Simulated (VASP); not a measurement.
## H: single point with LDA

The system is H.

```
CELL_PARAMETERS angstrom
1.44065 0.00000 0.00000
0.00000 1.44065 0.00000
0.00000 0.00000 1.44065
ATOMIC_POSITIONS crystal
H 0.00000 0.00000 0.00000
```

```
Program             : VASP 6.6.1
Task                : single point
Functional          : LDA
Potentials or basis : VASP PAW LDA potentials, release 64 (H)
Cutoff              : 520 eV
k mesh              : 18 × 18 × 18
Occupations         : fermi-dirac, width 0.136057 eV
Spin                : no spin polarisation
```

| Item | Value |
| --- | --- |
| Pressure | 1.1 GPa |

Levels at points of the mesh, in eV from the Fermi level:
```tsv
k point	band 1	band 2
(0.00, 0.00, 0.00)	-15.89	47.50
(0.50, 0.00, 0.00)	-1.84	6.86
(0.50, 0.50, 0.00)	10.58	23.39
(0.50, 0.50, 0.50)	21.21	39.43
```

Wall time 4.1 s on 1 thread of AMD EPYC 9R45 (Zen 5) (shared host), peak memory 0.07 GiB.
